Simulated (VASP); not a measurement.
# PbI2 (P-3m1) in VASP: a series of runs

The runs below take PbI2 through single point, with PBE, r2SCAN.

Everything below comes from runs of VASP 6.6.1. Logs are shortened: lines on timing, memory, paths and dates and some standing lists are left out, and cuts for length are marked.

### 1 The cell of the first run

The structure is trigonal, space group P-3m1 (No. 164). Conventional cell: a = 4.566 Å, b = 4.566 Å, c = 7.041 Å, α = 90.00°, β = 90.00°, γ = 120.00°. Within 4.3 Å of Pb (site symmetry -3m) lie 6 I at 3.24 Å. Within 4.3 Å of I (site symmetry 3m) lie 3 Pb at 3.24 Å and 3 I at 4.21 Å.

### 2 Single point, PBE

Contents of INCAR:

```
SYSTEM = PbI2
PREC = Accurate
ENCUT = 500
EDIFF = 1E-6
ISMEAR = 0
SIGMA = 0.01
LREAL = .False.
LASPH = .True.
NELM = 120
ALGO = Normal
ISIF = 2
LWAVE = .False.
LCHARG = .False.
GGA = PE
NBANDS = 21
GGA_COMPAT = .False.
```

Contents of KPOINTS:

```
Automatic mesh
0
Gamma
  6 6 4
  0 0 0
```

Contents of POSCAR:

```
PbI2
1.0
    4.5657260562      0.0000000000      0.0000000000
   -2.2828630281      3.9540347514      0.0000000000
    0.0000000000      0.0000000000      7.0410821251
Pb I
1 2
Direct
    0.0000000000      0.0000000000      0.0000000000
    0.3333333333      0.6666666667      0.2667794127
    0.6666666667      0.3333333333      0.7332205873
```

Potentials or basis: VASP PAW PBE potentials, release 64 (Pb_d, I).

The run is started by

```sh
$ cat potpaw_PBE.64/Pb_d/POTCAR potpaw_PBE.64/I/POTCAR > POTCAR
$ mpirun -np 1 vasp_std > vasp.out
```

OUTCAR:

```text
SYSTEM = PbI2
   PREC = Accurate
   ENCUT = 500
   EDIFF = 1E-6
   ISMEAR = 0
   LREAL = .False.
   LASPH = .True.
   NELM = 120
   ISIF = 2
   GGA = PE

 ion  position               nearest neighbor table
   1  0.000  0.000  0.000-   2 3.24   3 3.24   2 3.24   3 3.24   2 3.24   3 3.24
   2  0.333  0.667  0.267-   1 3.24   1 3.24   1 3.24
   3  0.667  0.333  0.733-   1 3.24   1 3.24   1 3.24

  LATTYP: Found a hexagonal cell.
 ALAT       =     4.5657260562
 C/A-ratio  =     1.5421604447

  Lattice vectors:

 A1 = (   4.5657260562,   0.0000000000,   0.0000000000)
 A2 = (  -2.2828630281,   3.9540347514,   0.0000000000)
 A3 = (   0.0000000000,   0.0000000000,   7.0410821251)

Analysis of symmetry for initial positions (statically):
=====================================================================
 Subroutine PRICEL returns:
 Original cell was already a primitive cell.

 Routine SETGRP: Setting up the symmetry group for a
 hexagonal supercell.

 Subroutine GETGRP returns: Found 12 space group operations
 (whereof 12 operations were pure point group operations)
 out of a pool of 24 trial point group operations.

The static configuration has the point symmetry D_3d.

Analysis of symmetry for dynamics (positions and initial velocities):
=====================================================================
 Subroutine PRICEL returns:
 Original cell was already a primitive cell.

 Routine SETGRP: Setting up the symmetry group for a
 hexagonal supercell.

 Subroutine GETGRP returns: Found 12 space group operations
 (whereof 12 operations were pure point group operations)
 out of a pool of 24 trial point group operations.

The dynamic configuration has the point symmetry D_3d.

 Subroutine INISYM returns: Found 12 space group operations
 (whereof 12 operations are pure point group operations),
 and found     1 'primitive' translations

----------------------------------------------------------------------------------------

                                     Primitive cell

  volume of cell :     127.1129

  direct lattice vectors                    reciprocal lattice vectors
     4.565726056  0.000000000  0.000000000     0.219023215  0.126453112  0.000000000
    -2.282863028  3.954034751  0.000000000     0.000000000  0.252906224  0.000000000
     0.000000000  0.000000000  7.041082125     0.000000000  0.000000000  0.142023624

  length of vectors
     4.565726056  4.565726056  7.041082125     0.252906224  0.252906224  0.142023624

  position of ions in fractional coordinates (direct lattice)
     0.000000000  0.000000000  0.000000000
     0.333333333  0.666666667  0.266779413
     0.666666667  0.333333333  0.733220587

  ion indices of the primitive-cell ions
   primitive index   ion index
                 1           1
                 2           2
                 3           3

----------------------------------------------------------------------------------------

 KPOINTS: Automatic mesh

Automatic generation of k-mesh.
 Grid dimensions read from file:
 generate k-points for:    6    6    4

 Generating k-lattice:

  Cartesian coordinates                     Fractional coordinates (reciprocal lattice)
     0.036503869  0.021075519  0.000000000     0.166666667 -0.000000000  0.000000000
     0.000000000  0.042151037  0.000000000     0.000000000  0.166666667  0.000000000
     0.000000000  0.000000000  0.035505906     0.000000000  0.000000000  0.250000000

  Length of vectors
     0.042151037  0.042151037  0.035505906

  Shift w.r.t. Gamma in fractional coordinates (k-lattice)
     0.000000000  0.000000000  0.000000000

 Subroutine IBZKPT returns following result:
 ===========================================

 Found     24 irreducible k-points:

 Following reciprocal coordinates:
            Coordinates               Weight
  0.000000  0.000000  0.000000      1.000000
  0.166667 -0.000000  0.000000      6.000000
  0.333333  0.000000  0.000000      6.000000
  0.500000  0.000000  0.000000      3.000000
  0.166667  0.166667  0.000000      6.000000
  0.333333  0.166667  0.000000     12.000000
[... 16 lines left out ...]
  0.333333  0.166667  0.500000     12.000000
  0.333333  0.333333  0.500000      2.000000
   k-points           NKPTS =     24   k-points in BZ     NKDIM =     24   number of bands    NBANDS=     21
   number of dos      NEDOS =    301   number of ions     NIONS =      3
   total plane-waves  NPLWV =  69984
   dimension x,y,z NGX =    36 NGY =   36 NGZ =   54
   dimension x,y,z NGXF=    72 NGYF=   72 NGZF=  108
   ions per type =               1   2
   NGX,Y,Z   is equivalent  to a cutoff of  13.11, 13.11, 12.75 a.u.
   NGXF,Y,Z  is equivalent  to a cutoff of  26.22, 26.22, 25.50 a.u.
 SYSTEM =  PbI2
   PREC   = accura    normal or accurate (medium, high low for compatibility)
   ISTART =      0    job   : 0-new  1-cont  2-samecut
   ICHARG =      2    charge: 1-file 2-atom 10-const
   ISPIN  =      1    spin polarized calculation?
   LNONCOLLINEAR =      F non collinear calculations
   LSORBIT =      F    spin-orbit coupling
   LASPH  =      T    aspherical Exc in radial PAW
   ENCUT  =  500.0 eV  36.75 Ry    6.06 a.u.   8.32  8.32 12.84*2*pi/ulx,y,z
   NELM   =    120;   NELMIN=  2; NELMDL= -5     # of ELM steps
   EDIFF  = 0.1E-05   stopping-criterion for ELM
   LREAL  =      F    real-space projection
   EDIFFG = 0.1E-04   stopping-criterion for IOM
   NSW    =      0    number of steps for IOM
   IBRION =     -1    ionic relax: 0-MD 1-quasi-New 2-CG
   NFREE  =      0    steps in history (QN), initial steepest desc. (CG)
   ISIF   =      2    stress and relaxation
   ISYM   =      2    0-nonsym 1-usesym 2-fastsym
   POTIM  = 0.5000    time-step for ionic-motion
   TEBEG  =    0.0;   TEEND  =   0.0 temperature during run
   PSTRESS=    0.0 pullay stress
   NELECT =      28.0000    total number of electrons
   NUPDOWN=      -1.0000    fix difference up-down
   EMIN   =  10.00;   EMAX   =-10.00  energy-range for DOS
   EFERMI =   0.00;   METHOD = LEGACY
   ISMEAR =     0;   SIGMA  =   0.01  broadening in eV -4-tet -1-fermi 0-gaus
   EFERMI_NEDOS =   21; number of points for ismear=-14 and -15
   IALGO  =     38    algorithm
   IMIX   =      4    mixing-type and parameters
     AMIX     =   0.40;   BMIX     =  1.00
     AMIX_MAG =   1.60;   BMIX_MAG =  1.00
  volume/ion in A,a.u.               =      42.37       285.93
  Fermi-wavevector in a.u.,A,eV,Ry     =   0.988699  1.868371 13.300055  0.977526
  Thomas-Fermi vector in A             =   2.120245
   LORBIT       =      0    0 simple, 1 ext, 2 COOP (PROOUT), +10 PAW based schemes
   GGA     = PE    functional components
   LHFCALC =     F    Hartree Fock is set to
   AEXX    =    0.0000 exact exchange contribution
   IVDW    =     0    specifies the selected vdW correction
   LEPSILON=     F    determine dielectric tensor
   LRPA    =     F    only Hartree local field effects (RPA)
 non-spin polarized calculation
 Gauss-broadening in eV      SIGMA  =   0.01
  energy-cutoff  :      500.00
  volume of cell :      127.11
 maximum number of plane-waves:      3248
 NGX is ok and might be reduce to    36
   NGX = 17   NGY = 17   NGZ = 25

 number of electron      27.9999999 magnetization

 Free energy of the ion-electron system (eV)
  ---------------------------------------------------
  ext. energy  EPLUGINS =         0.00000000
  ---------------------------------------------------
  free energy    TOTEN  =        -8.57043058 eV

  energy without entropy =       -8.57043058  energy(sigma->0) =       -8.57043058

 E-fermi :   2.6041     XC(G=0):  -8.0753

 val. band max:        2.5572956122   @ k =   0.0000   0.0000   0.5000
 cond. band min:       4.7849619102   @ k =   0.0000   0.0000   0.5000
 fundamental gap:      2.2276662980
 Fermi energy:         2.6041439593

 k-point     1 :       0.0000    0.0000    0.0000
  band No.  band energies     occupation
      1     -13.5871      2.00000
      2     -13.5871      2.00000
      3     -13.5736      2.00000
      4     -13.5669      2.00000
      5     -13.5669      2.00000
      6      -9.5953      2.00000
[... 13 lines left out ...]
     20      10.3801      0.00000
     21      10.4617      0.00000

 k-point     2 :       0.1667   -0.0000    0.0000
  band No.  band energies     occupation
      1     -13.5958      2.00000
      2     -13.5837      2.00000
      3     -13.5714      2.00000
      4     -13.5684      2.00000
      5     -13.5657      2.00000
      6      -9.4751      2.00000
[... 13 lines left out ...]
     20       9.9397      0.00000
     21      10.5588      0.00000

 k-point     3 :       0.3333    0.0000    0.0000
  band No.  band energies     occupation
      1     -13.6149      2.00000
      2     -13.5804      2.00000
      3     -13.5739      2.00000
      4     -13.5624      2.00000
      5     -13.5601      2.00000
      6      -9.1812      2.00000
[... 13 lines left out ...]
     20      10.8089      0.00000
     21      11.3549      0.00000

 k-point     4 :       0.5000    0.0000    0.0000
  band No.  band energies     occupation
      1     -13.6247      2.00000
      2     -13.5800      2.00000
      3     -13.5756      2.00000
      4     -13.5589      2.00000
      5     -13.5559      2.00000
      6      -8.9664      2.00000
[... 13 lines left out ...]
     20      11.5470      0.00000
     21      12.3174      0.00000

 k-point     5 :       0.1667    0.1667    0.0000
  band No.  band energies     occupation
      1     -13.6067      2.00000
      2     -13.5842      2.00000
      3     -13.5703      2.00000
      4     -13.5681      2.00000
      5     -13.5608      2.00000
      6      -9.2656      2.00000
[... 13 lines left out ...]
     20      10.5353      0.00000
     21      11.2169      0.00000
[... 382 lines left out ...]
     20      10.7233      0.00000
     21      11.4204      0.00000

 k-point    22 :       0.1667    0.1667    0.5000
  band No.  band energies     occupation
      1     -13.6069      2.00000
      2     -13.5843      2.00000
      3     -13.5703      2.00000
      4     -13.5681      2.00000
      5     -13.5607      2.00000
      6      -9.1340      2.00000
[... 13 lines left out ...]
     20      10.1928      0.00000
     21      10.4158      0.00000

 k-point    23 :       0.3333    0.1667    0.5000
  band No.  band energies     occupation
      1     -13.6168      2.00000
      2     -13.5872      2.00000
      3     -13.5717      2.00000
      4     -13.5622      2.00000
      5     -13.5576      2.00000
      6      -8.9082      2.00000
[... 13 lines left out ...]
     20      10.6737      0.00000
     21      10.8155      0.00000

 k-point    24 :       0.3333    0.3333    0.5000
  band No.  band energies     occupation
      1     -13.6038      2.00000
      2     -13.6038      2.00000
      3     -13.5644      2.00000
      4     -13.5644      2.00000
      5     -13.5609      2.00000
      6      -8.8040      2.00000
[... 13 lines left out ...]
     20      10.2747      0.00000
     21      10.6972      0.00000

------------------------ aborting loop because EDIFF is reached ----------------------------------------

  FORCE on cell =-STRESS in cart. coord.  units (eV):
  Direction    XX          YY          ZZ          XY          YZ          ZX
  --------------------------------------------------------------------------------------
  -------------------------------------------------------------------------------------
  Total        0.9965322      0.9965322      0.9617404      0.0000000      0.0000000      0.0000000
  in kB       12.5606517     12.5606517     12.1221239      0.0000000      0.0000000      0.0000000
  external PRESSURE =      12.4144757 kB  Pullay stress =       0.0000000 kB

 VOLUME and BASIS-vectors are now :
 -----------------------------------------------------------------------------
  energy-cutoff  :      500.00
  volume of cell :      127.11
      direct lattice vectors                 reciprocal lattice vectors
     4.565726056  0.000000000  0.000000000     0.219023215  0.126453112  0.000000000
    -2.282863028  3.954034751  0.000000000     0.000000000  0.252906224  0.000000000
     0.000000000  0.000000000  7.041082125     0.000000000  0.000000000  0.142023624

 POSITION                                       TOTAL-FORCE (eV/Angst)
 -----------------------------------------------------------------------------------
      0.00000      0.00000      0.00000         0.000000      0.000000      0.000000
     -0.00000      2.63602      1.87842         0.000000      0.000000      0.045983
      2.28286      1.31801      5.16267        -0.000000     -0.000000     -0.045983
 -----------------------------------------------------------------------------------
    total drift:                                0.000000     -0.000000      0.000000

  FREE ENERGIE OF THE ION-ELECTRON SYSTEM (eV)
  ---------------------------------------------------
  free  energy   TOTEN  =        -8.5704305765 eV

  energy  without entropy=       -8.5704305765  energy(sigma->0) =       -8.57043058
```

It took 24 s on 1 thread of Intel Xeon 6975P-C (Granite Rapids), shared host; peak memory 0.26 GiB.

Results:

```
Free energy            : -8.5704 eV
Pressure               : 1.2 GPa
Largest force          : 0.046 eV/Å
Band gap on the k mesh : 2.23 eV
```

Forces in eV/Å, atoms in the order of the input:
```
Pb   0.000  0.000  0.000
I    0.000  0.000  0.046
I    0.000  0.000 -0.046
```

Caveat: spin-orbit coupling is left out, which moves the levels of the heavy elements; this functional lacks dispersion, which binds layers or chains, so the pressure and a relaxed spacing across them are unreliable. Expect the measured gap to be larger: semilocal functionals such as PBE lack the derivative discontinuity.

### 3 Single point, r2SCAN

POSCAR is that of step 2.

Contents of INCAR.step1:

```
PREC = Accurate ; ENCUT = 550
ISMEAR = 0 ; SIGMA = 0.01
LREAL = F ; LASPH = T
NELM = 120 ; NBANDS = 21
GGA = PE ; ALGO = Normal
EDIFF = 1E-5 ; LWAVE = T
LCHARG = F ; GGA_COMPAT = F
```

Contents of INCAR.step2:

```
PREC = Accurate ; ENCUT = 550
EDIFF = 1E-6 ; ISMEAR = 0
SIGMA = 0.01 ; LREAL = F
LASPH = T ; NELM = 120
ALGO = Normal ; ISIF = 2
LWAVE = F ; LCHARG = T
METAGGA = R2SCAN ; LMIXTAU = T
LELF = T ; LVHAR = T
NBANDS = 21 ; ISTART = 1
GGA_COMPAT = F
```

Contents of KPOINTS:

```
Automatic mesh
0
Gamma
  6 6 4
```

Potentials or basis: VASP PAW PBE potentials, release 64 (Pb_d, I).

The run is started by

```sh
$ cat potpaw_PBE.64/Pb_d/POTCAR potpaw_PBE.64/I/POTCAR > POTCAR
$ cp INCAR.step1 INCAR
$ mpirun -np 1 vasp_std > vasp.out
$ cp INCAR.step2 INCAR
$ mpirun -np 1 vasp_std > vasp.out
```

Wall time 1.7 min (1 thread of Intel Xeon 6975P-C (Granite Rapids), shared host); peak memory 0.31 GiB.

The run converged. Its results:

| Quantity | Value |
| --- | --- |
| Free energy | -107.6749 eV |
| Pressure | 0.7 GPa |
| Largest force | 0.005 eV/Å |
| Band gap on the k mesh | 2.62 eV |

Forces on the atoms (eV/Å):
```
Pb   0.000  0.000  0.000
I    0.000  0.000 -0.005
I    0.000  0.000  0.005
```

Levels at points of the mesh, in eV from the valence-band top:
```
           k point  band 10  band 11  band 12  band 13  band 14  band 15  band 16  band 17  band 18  band 19
(0.00, 0.00, 0.00)    -1.05    -1.05    -0.98    -0.98    -0.78     2.85     3.65     3.65     6.93     7.89
(0.50, 0.00, 0.00)    -2.46    -2.11    -1.64    -0.83    -0.41     3.22     3.97     4.99     5.44     8.54
(0.00, 0.00, 0.50)    -1.19    -1.19    -0.80    -0.80     0.00     2.62     3.47     3.47     6.85     7.83
(0.50, 0.00, 0.50)    -1.89    -1.77    -1.39    -1.20    -0.73     3.53     4.03     4.41     6.19     7.93
```

Caveat: the PAW data sets were made with another functional, which shifts forces and pressure a little; spin-orbit coupling is left out, which moves the levels of the heavy elements.
